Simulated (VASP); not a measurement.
# ZnSn3N2 (R-3m) in VASP: notebook, part 2 of 2

VASP 6.6.1. The steps go on from the part before.

### Step 3. Single point, PBE

This run uses another cell than the first one, of 21.73 Å³/atom, 1.061 times its volume.

Input file INCAR:

```
  PREC = Accurate
  ENCUT = 520
  EDIFF = 1E-7
  ISMEAR = 0
  SIGMA = 0.1
  LREAL = False
  LASPH = True
  NELM = 60
  ALGO = Normal
  ISIF = 2
  LWAVE = False
  LCHARG = False
  GGA = PE
  NBANDS = 41
```

Input file KPOINTS:

```
regular mesh
0
Gamma
  3 3 3
```

Input file POSCAR:

```
ZnSn3N2
1.0
    3.4715530600      2.0043020900      3.1226299000
   -3.4715530600      2.0043020900      3.1226299000
    0.0000000000     -4.0086041800      3.1226299000
Zn Sn N
1 3 2
Direct
    0.0000000000      0.0000000000      0.0000000000
    0.0000000000      0.5000000000      0.5000000000
    0.5000000000      0.0000000000      0.5000000000
    0.5000000000      0.5000000000      0.0000000000
    0.2396710000      0.2396710000      0.2396710000
    0.7603290000      0.7603290000      0.7603290000
```

Potentials or basis: VASP PAW PBE potentials, release 64 (Zn, Sn_d, N).

Started as:

```console
> cat potpaw_PBE.64/Zn/POTCAR potpaw_PBE.64/Sn_d/POTCAR potpaw_PBE.64/N/POTCAR > POTCAR
> mpirun -np 1 vasp_std > vasp.out
```

OUTCAR:

```text
PREC = Accurate
   ENCUT = 520
   EDIFF = 1E-7
   ISMEAR = 0
   LREAL = False
   LASPH = True
   NELM = 60
   ISIF = 2
   GGA = PE

 ion  position               nearest neighbor table
   1  0.000  0.000  0.000-   5 2.25   6 2.25
   2  0.000  0.500  0.500-   5 2.19   6 2.19   4 3.47   4 3.47   3 3.47   3 3.47   3 3.71   3 3.71
                             4 3.71   4 3.71
   3  0.500  0.000  0.500-   5 2.19   6 2.19   4 3.47   4 3.47   2 3.47   2 3.47   2 3.71   2 3.71
                             4 3.71   4 3.71
   4  0.500  0.500  0.000-   5 2.19   6 2.19   2 3.47   3 3.47   3 3.47   2 3.47   2 3.71   3 3.71
                             3 3.71   2 3.71
   5  0.240  0.240  0.240-   4 2.19   3 2.19   2 2.19   1 2.25
   6  0.760  0.760  0.760-   4 2.19   3 2.19   2 2.19   1 2.25

  LATTYP: Found a trigonal (rhomboedric) cell.
 ALAT       =     5.0813113474
 COS(alpha) =     0.0664749029

  Lattice vectors:

 A1 = (   3.4715530600,   2.0043020900,   3.1226299000)
 A2 = (  -3.4715530600,   2.0043020900,   3.1226299000)
 A3 = (   0.0000000000,  -4.0086041800,   3.1226299000)

Analysis of symmetry for initial positions (statically):
=====================================================================
 Subroutine PRICEL returns:
 Original cell was already a primitive cell.

 Routine SETGRP: Setting up the symmetry group for a
 trigonal (rhombohedral) supercell.

 Subroutine GETGRP returns: Found 12 space group operations
 (whereof 12 operations were pure point group operations)
 out of a pool of 12 trial point group operations.

The static configuration has the point symmetry D_3d.

Analysis of symmetry for dynamics (positions and initial velocities):
=====================================================================
 Subroutine PRICEL returns:
 Original cell was already a primitive cell.

 Routine SETGRP: Setting up the symmetry group for a
 trigonal (rhombohedral) supercell.

 Subroutine GETGRP returns: Found 12 space group operations
 (whereof 12 operations were pure point group operations)
[... 114 lines left out ...]
  Thomas-Fermi vector in A             =   2.423231
   LORBIT       =      0    0 simple, 1 ext, 2 COOP (PROOUT), +10 PAW based schemes
   GGA     = PE    functional components
   LHFCALC =     F    Hartree Fock is set to
   AEXX    =    0.0000 exact exchange contribution
   IVDW    =     0    specifies the selected vdW correction
   LEPSILON=     F    determine dielectric tensor
   LRPA    =     F    only Hartree local field effects (RPA)
 non-spin polarized calculation
 Gauss-broadening in eV      SIGMA  =   0.10
  energy-cutoff  :      520.00
  volume of cell :      130.36
 maximum number of plane-waves:      3517
 NGX is ok and might be reduce to    40
   NGX = 19   NGY = 19   NGZ = 19

 number of electron      64.0000040 magnetization

 Free energy of the ion-electron system (eV)
  ---------------------------------------------------
  ext. energy  EPLUGINS =         0.00000000
  ---------------------------------------------------
  free energy    TOTEN  =       -23.90987006 eV

  energy without entropy =      -23.86582246  energy(sigma->0) =      -23.88784626

 E-fermi :   5.4781     XC(G=0):  -9.8771

 val. band max:        5.4735422736   @ k =   0.3333   0.3333  -0.0000
 cond. band min:       5.5026240550   @ k =  -0.3333   0.3333   0.3333
 fundamental gap:      0.0290817813
 Fermi energy:         5.4781021266

 k-point     1 :       0.0000    0.0000    0.0000
  band No.  band energies     occupation
      1     -16.3819      2.00000
      2     -16.2024      2.00000
      3     -16.2024      2.00000
      4     -16.1905      2.00000
      5     -16.1384      2.00000
      6     -16.1384      2.00000
[... 253 lines left out ...]
     40      10.2479      0.00000
     41      11.9739      0.00000

------------------------ aborting loop because EDIFF is reached ----------------------------------------

  FORCE on cell =-STRESS in cart. coord.  units (eV):
  Direction    XX          YY          ZZ          XY          YZ          ZX
  --------------------------------------------------------------------------------------
  -------------------------------------------------------------------------------------
  Total        1.9824706      1.9824706     -9.4120376      0.0000000      0.0000000      0.0000000
  in kB       24.3645607     24.3645607   -115.6739285      0.0000000      0.0000000      0.0000000
  external PRESSURE =     -22.3149357 kB  Pullay stress =       0.0000000 kB

 VOLUME and BASIS-vectors are now :
 -----------------------------------------------------------------------------
  energy-cutoff  :      520.00
  volume of cell :      130.36
      direct lattice vectors                 reciprocal lattice vectors
     3.471553060  2.004302090  3.122629900     0.144027757  0.083154464  0.106747627
    -3.471553060  2.004302090  3.122629900    -0.144027757  0.083154464  0.106747627
     0.000000000 -4.008604180  3.122629900     0.000000000 -0.166308929  0.106747627

 POSITION                                       TOTAL-FORCE (eV/Angst)
 -----------------------------------------------------------------------------------
      0.00000      0.00000      0.00000        -0.000000     -0.000000      0.000000
     -1.73578     -1.00215      3.12263         0.000000      0.000000      0.000000
      1.73578     -1.00215      3.12263        -0.000000     -0.000000      0.000000
      0.00000      2.00430      3.12263         0.000000      0.000000      0.000000
      0.00000      0.00000      2.24521        -0.000000     -0.000000     -1.790826
      0.00000      0.00000      7.12268        -0.000000      0.000000      1.790826
 -----------------------------------------------------------------------------------
    total drift:                                0.000000      0.000000     -0.000000

  FREE ENERGIE OF THE ION-ELECTRON SYSTEM (eV)
  ---------------------------------------------------
  free  energy   TOTEN  =       -23.9098700579 eV

  energy  without entropy=      -23.8658224570  energy(sigma->0) =      -23.88784626
```

OSZICAR:

```text
N       E                     dE             d eps       ncg     rms          rms(c)
DAV:   1     0.668572512310E+03    0.66857E+03   -0.31439E+04   516   0.231E+03
DAV:   2     0.855163923809E+02   -0.58306E+03   -0.56129E+03   492   0.596E+02
DAV:   3    -0.214770085499E+02   -0.10699E+03   -0.10085E+03   566   0.210E+02
DAV:   4    -0.297695474807E+02   -0.82925E+01   -0.80320E+01   566   0.600E+01
DAV:   5    -0.300409406371E+02   -0.27139E+00   -0.27058E+00   592   0.111E+01    0.147E+01
DAV:   6    -0.259467281087E+02    0.40942E+01   -0.29931E+01   726   0.489E+01    0.109E+01
DAV:   7    -0.238979966586E+02    0.20487E+01   -0.66921E+00   534   0.156E+01    0.376E+00
DAV:   8    -0.239402250940E+02   -0.42228E-01   -0.13105E+00   557   0.548E+00    0.185E+00
DAV:   9    -0.239190618816E+02    0.21163E-01   -0.10927E-01   639   0.261E+00    0.833E-01
DAV:  10    -0.239095542839E+02    0.95076E-02   -0.26175E-02   596   0.130E+00    0.224E-01
DAV:  11    -0.239100606482E+02   -0.50636E-03   -0.96946E-03   647   0.458E-01    0.174E-01
DAV:  12    -0.239098805565E+02    0.18009E-03   -0.13266E-03   702   0.226E-01    0.490E-02
DAV:  13    -0.239098950816E+02   -0.14525E-04   -0.27032E-04   653   0.113E-01    0.444E-02
DAV:  14    -0.239098722319E+02    0.22850E-04   -0.39886E-05   646   0.349E-02    0.189E-02
DAV:  15    -0.239098702291E+02    0.20028E-05   -0.18683E-05   584   0.172E-02    0.354E-03
DAV:  16    -0.239098700847E+02    0.14439E-06   -0.67063E-07   560   0.627E-03    0.184E-03
DAV:  17    -0.239098700579E+02    0.26847E-07   -0.24782E-07   435   0.250E-03
   1 F= -.23909870E+02 E0= -.23887846E+02  d E =-.440476E-01
```

stdout:

```text
POSCAR found type information on POSCAR ZnSnN
 POSCAR found :  3 types and       6 ions
 scaLAPACK will be used
 LDA part: xc-table for (Slater+PW92), standard interpolation
 POSCAR, INCAR and KPOINTS ok, starting setup
 FFT: planning ... GRIDC
 FFT: planning ... GRID_SOFT
 FFT: planning ... GRID
 WAVECAR not read
 entering main loop
```

Wall time 42 s (1 thread of Intel Xeon 6975P-C, shared host); peak memory 0.25 GiB.

Results:

| Item | Value |
| --- | --- |
| Free energy | -23.9099 eV |
| Pressure | -2.2 GPa |
| Largest force | 1.791 eV/Å |
| Band gap on the k mesh | zero (band 32 reaches 6.32 eV, above the bottom of band 33 at 5.37 eV) |

Forces on the atoms (eV/Å):
```
Zn   0.000  0.000  0.000
Sn   0.000  0.000  0.000
Sn   0.000  0.000  0.000
Sn   0.000  0.000  0.000
N    0.000  0.000 -1.791
N    0.000  0.000  1.791
```

Stress tensor (GPa, compression positive):
```
  2.44   0.00   0.00
  0.00   2.44   0.00
  0.00   0.00 -11.57
```

Caveat: the k points lie up to 0.41 Å⁻¹ apart; spin-orbit coupling is left out, which moves the levels of the heavy elements; forces of over 1 eV/Å act on the atoms, so gaps and moduli don't describe the material at rest.

### Step 4. Relaxation of cell and atoms, PBE

This run uses another cell than the first one, of 21.73 Å³/atom, 1.061 times its volume.

Input file INCAR:

```
SYSTEM = ZnSn3N2
ALGO = Normal
EDIFF = 1E-7
EDIFFG = -0.04
ENCUT = 600
GGA = PE
IBRION = 2
ISIF = 3
ISMEAR = 0
LASPH = .TRUE.
LCHARG = .FALSE.
LREAL = .FALSE.
LWAVE = .FALSE.
NELM = 60
NSW = 90
PREC = Accurate
SIGMA = 0.1
```

Input file KPOINTS:

```
k-points
0
G
  3 3 3
  0 0 0
```

POSCAR is that of step 3.

Started as:

```console
> cat potpaw_PBE.64/Zn/POTCAR potpaw_PBE.64/Sn_d/POTCAR potpaw_PBE.64/N/POTCAR > POTCAR
> mpirun -np 1 vasp_std > vasp.out
```

Run time: 13 min. Hardware: 1 thread of Intel Xeon 6975P-C, shared host; peak memory 0.29 GiB.

The run converged. Its results:

- Free energy: -26.1008 eV
- Relaxed volume: 20.48 Å³/atom
- Relaxed cell: a = 5.053 Å, b = 5.053 Å, c = 5.053 Å, α = 99.61°, β = 99.61°, γ = 99.61°
- Space group after relaxing (to 0.05 Å): R-3m (No. 166)
- Energy gained by relaxing: 364.7 meV/atom
- Ionic steps: 21
- Pressure after relaxing: 0.1 GPa
- Largest force after relaxing: 0.004 eV/Å
- Band gap on the k mesh: zero (band 32 reaches 5.97 eV, above the bottom of band 33 at 5.43 eV)

Forces in eV/Å, atoms in the order of the input:
```
Zn   0.000  0.000  0.000
Sn   0.000  0.000  0.000
Sn   0.000  0.000  0.000
Sn   0.000  0.000  0.000
N    0.000  0.000 -0.004
N    0.000  0.000  0.004
```

The path:
```
step  energy change (eV)  largest force (eV/Å)  pressure (GPa)  volume (Å³)
   1              0.0000                1.7910           -2.25       130.36
   2             -1.1100                1.4977           -0.72       124.32
   3             11.9423               42.7466           67.79       102.69
   4             -1.0205                1.8620           -0.23       123.26
   5             -1.4134                3.3611           10.25       113.58
   6             -1.6121                0.8626            2.30       119.14
   7             -1.7436                0.6406            5.38       116.41
   8             -1.7467                0.3949            4.91       116.76
   9             -1.8626                2.1687            1.04       126.89
  10             -1.9102                1.4781            2.13       123.26
  11             -1.9510                0.2628           -3.36       132.13
  12             -1.9994                0.3654           -1.26       128.15
  13             -2.0578                0.3028           -0.92       126.81
  14             -2.1721                0.0935            0.44       122.66
  15             -2.1785                0.0340            1.25       120.73
  16             -2.1803                0.0078            1.00       121.31
  17             -2.1811                0.1586           -0.87       124.42
  18             -2.1876                0.0769            0.03       122.90
  19             -2.1876                0.0751            0.03       122.87
  20             -2.1873                0.0981            0.16       122.93
  21             -2.1879                0.0041            0.08       122.89
```

Final structure:
```xyz
6
Lattice="3.8600 2.2285 2.3811 -3.8600 2.2285 2.3811 0.0000 -4.4571 2.3811" Properties=species:S:1:pos:R:3 pbc="T T T"
Zn    0.0000    0.0000    0.0000
Sn   -1.9300   -1.1143    2.3811
Sn    1.9300   -1.1143    2.3811
Sn    0.0000    2.2285    2.3811
N     0.0000    0.0000    1.8392
N     0.0000    0.0000    5.3041
```

Levels at points of the mesh, in eV from the Fermi level:
```
           k point  band 29  band 30  band 31  band 32  band 33  band 34  band 35  band 36
(0.00, 0.00, 0.00)    -2.62    -2.41    -2.41     0.36     0.79     0.79     3.75     4.81
```

Caveat: the k points lie up to 0.43 Å⁻¹ apart in the final cell; spin-orbit coupling is left out, which moves the levels of the heavy elements.

### Step 5. Single point, PBE

This run uses another cell than the first one, of 20.34 Å³/atom, 0.993 times its volume.

Input file INCAR:

```
PREC     = Accurate       # precision mode
ENCUT    = 520            # plane-wave cutoff, eV
EDIFF    = 1E-6           # SCF threshold, eV
ISMEAR   = 0              # smearing method
SIGMA    = 0.1            # smearing width, eV
LREAL    = F              # projectors in reciprocal space
LASPH    = T              # aspherical terms in the spheres
NELM     = 60             # most SCF steps
ALGO     = Normal         # electronic algorithm
ISIF     = 2              # what is computed and relaxed
LWAVE    = F              # write WAVECAR
LCHARG   = F              # write CHGCAR
GGA      = PE             # functional
NBANDS   = 41             # bands
```

Input file KPOINTS:

```
Automatic mesh
0
Gamma
  6 6 6
```

Input file POSCAR:

```
ZnSn3N2
1.0
    3.8477866452      2.2215206554      2.3800393868
   -3.8477866452      2.2215206554      2.3800393868
    0.0000000000     -4.4430413108      2.3800393868
Zn Sn N
1 3 2
Direct
    0.0000000000      0.0000000000      0.0000000000
    0.0000000000      0.5000000000      0.5000000000
    0.5000000000      0.0000000000      0.5000000000
    0.5000000000      0.5000000000      0.0000000000
    0.2575377927      0.2575377927      0.2575377927
    0.7424622073      0.7424622073      0.7424622073
```

Started as:

```console
> cat potpaw_PBE.64/Zn/POTCAR potpaw_PBE.64/Sn_d/POTCAR potpaw_PBE.64/N/POTCAR > POTCAR
> mpirun -np 1 vasp_std > vasp.out
```

Wall time 2.9 min (1 thread of Intel Xeon 6975P-C, shared host); peak memory 0.32 GiB.

It converged, with:

```yaml
Free_energy: -26.2969 eV
Pressure: 0.2 GPa
Largest_force: 0.115 eV/Å
Band_gap_on_the_k_mesh: zero (band 32 reaches 6.66 eV, above the bottom of band 33 at 5.16 eV)
```

Forces in eV/Å, atoms in the order of the input:
```
Zn   0.000  0.000  0.000
Sn   0.000  0.000  0.000
Sn   0.000  0.000  0.000
Sn   0.000  0.000  0.000
N    0.000  0.000  0.115
N    0.000  0.000 -0.115
```

Stress tensor (GPa, compression positive):
```
0.00 0.00 0.00
0.00 0.00 0.00
0.00 0.00 0.49
```

Levels at points of the mesh, in eV from the Fermi level:
```csv
k point,band 29,band 30,band 31,band 32,band 33,band 34,band 35,band 36
"(0.00, 0.00, 0.00)",-2.69,-2.44,-2.44,0.37,0.80,0.80,3.78,4.79
"(0.50, 0.00, 0.00)",-1.64,-1.32,-0.93,-0.91,1.42,1.72,2.00,2.16
"(0.50, 0.50, 0.00)",-2.65,-2.38,-0.16,0.18,0.90,1.40,2.56,2.74
"(0.50, 0.50, 0.50)",-1.32,-0.75,-0.75,0.10,0.19,0.19,3.17,3.74
```

Caveat: spin-orbit coupling is left out, which moves the levels of the heavy elements.

### Step 6. Relaxation of cell and atoms, PBE

Input file INCAR:

```
PREC = Accurate
ENCUT = 600
EDIFF = 1E-7
ISMEAR = 0
SIGMA = 0.1
LREAL = F
LASPH = T
NELM = 100
ALGO = Normal
ISIF = 3
LWAVE = F
LCHARG = F
GGA = PE
IBRION = 2
NSW = 90
EDIFFG = -0.04
```

Input file KPOINTS:

```
regular mesh
0
Gamma
  6 6 6
```

Input file POSCAR:

```
ZnSn3N2
1.0
    3.8591018201      2.2280534746      2.3826652861
   -3.8591018201      2.2280534746      2.3826652861
    0.0000000000     -4.4561069493      2.3826652861
Zn Sn N
1 3 2
Direct
    0.0000000000      0.0000000000      0.0000000000
    0.0000000000      0.5000000000      0.5000000000
    0.5000000000      0.0000000000      0.5000000000
    0.5000000000      0.5000000000      0.0000000000
    0.2564155228      0.2564155228      0.2564155228
    0.7435844772      0.7435844772      0.7435844772
```

Potentials or basis: VASP PAW PBE potentials, release 64 (Zn, Sn_d, N).

Started as:

```console
> cat potpaw_PBE.64/Zn/POTCAR potpaw_PBE.64/Sn_d/POTCAR potpaw_PBE.64/N/POTCAR > POTCAR
> mpirun -np 1 vasp_std > vasp.out
```

It took 7.5 min on 1 thread of Intel Xeon 6975P-C, shared host; peak memory 0.36 GiB.

The run converged. Its results:

```yaml
Free_energy: -26.3014 eV
Relaxed_volume: 20.36 Å³/atom
Relaxed_cell: a = 5.040 Å, b = 5.040 Å, c = 5.040 Å, α = 99.43°, β = 99.43°, γ = 99.43°
Space_group_after_relaxing_to_0.05_Å: R-3m (No. 166)
Energy_gained_by_relaxing: 0.7 meV/atom
Ionic_steps: 4
Pressure_after_relaxing: 0.0 GPa
Largest_force_after_relaxing: 0.017 eV/Å
Band_gap_on_the_k_mesh: zero (band 32 reaches 6.66 eV, above the bottom of band 33 at 5.16 eV)
```

Forces on the atoms (eV/Å):
```
Zn   0.000  0.000  0.000
Sn   0.000  0.000  0.000
Sn   0.000  0.000  0.000
Sn   0.000  0.000  0.000
N    0.000  0.000  0.017
N    0.000  0.000 -0.017
```

Stress tensor (GPa, compression positive):
```
 0.08  0.00  0.00
 0.00  0.08  0.00
 0.00  0.00 -0.05
```

Step by step:
```tsv
step	energy change (eV)	largest force (eV/Å)	pressure (GPa)	volume (Å³)
1	0.0000	0.2355	-0.13	122.92
2	-0.0033	0.0692	-0.29	122.63
3	-0.0037	0.0043	-0.24	122.71
4	-0.0041	0.0175	0.04	122.16
```

Final structure:
```
Zn Sn N
1.0
     3.84462    2.21969    2.38581
    -3.84462    2.21969    2.38581
     0.00000   -4.43938    2.38581
Zn Sn N
1 3 2
Direct
  0.00000 0.00000 0.00000
  0.00000 0.50000 0.50000
  0.50000 0.00000 0.50000
  0.50000 0.50000 0.00000
  0.25779 0.25779 0.25779
  0.74221 0.74221 0.74221
```

Levels at points of the mesh, in eV from the Fermi level:
| k point | band 28 | band 29 | band 30 | band 31 | band 32 | band 33 | band 34 | band 35 | band 36 | band 37 |
| --- | --- | --- | --- | --- | --- | --- | --- | --- | --- | --- |
| (0.00, 0.00, 0.00) | -4.05 | -2.70 | -2.45 | -2.45 | 0.39 | 0.81 | 0.81 | 3.79 | 4.74 | 4.91 |
| (0.50, 0.00, 0.00) | -3.63 | -1.64 | -1.32 | -0.94 | -0.90 | 1.42 | 1.70 | 1.99 | 2.15 | 4.00 |
| (0.50, 0.50, 0.00) | -3.03 | -2.66 | -2.39 | -0.16 | 0.18 | 0.89 | 1.40 | 2.56 | 2.71 | 3.99 |
| (0.50, 0.50, 0.50) | -4.19 | -1.32 | -0.75 | -0.75 | 0.10 | 0.18 | 0.18 | 3.17 | 3.69 | 5.56 |

Caveat: spin-orbit coupling is left out, which moves the levels of the heavy elements.

### Step 7. Summary

| task | cell | k mesh | cutoff (eV) | gap on the mesh (eV) | pressure (GPa) | relaxed volume (Å³/atom) | largest force (eV/Å) |
| --- | --- | --- | --- | --- | --- | --- | --- |
| single point | a = 5.053 Å, angles 99.6°, 6 atoms | 3 × 3 × 3 | 520 | none | 0.1 | - | 0.11 |
| single point | a = 5.081 Å, angles 86.2°, 6 atoms | 3 × 3 × 3 | 520 | none | -2.2 | - | 1.79 |
| relaxation of cell and atoms | relaxed from a = 5.081 Å, angles 86.2°, 6 atoms | 3 × 3 × 3 | 600 | none | 0.1 | 20.48 | - |
| single point | a = 5.040 Å, angles 99.5°, 6 atoms | 6 × 6 × 6 | 520 | none | 0.2 | - | 0.11 |
| relaxation of cell and atoms | relaxed from a = 5.053 Å, angles 99.6°, 6 atoms | 6 × 6 × 6 | 600 | none | 0.0 | 20.36 | 0.02 |

Alike in all rows: level PBE; potentials or basis VASP PAW PBE potentials, release 64 (Zn, Sn_d, N); no spin polarisation; smearing gaussian 0.1 eV.

Caveats: some runs use coarse meshes; spin-orbit coupling is left out, which moves the levels of the heavy elements; forces of over 1 eV/Å act on the atoms, so gaps and moduli don't describe the material at rest (some runs).

Total energies depend on the potentials used, so only differences within one code and one set of settings carry meaning.
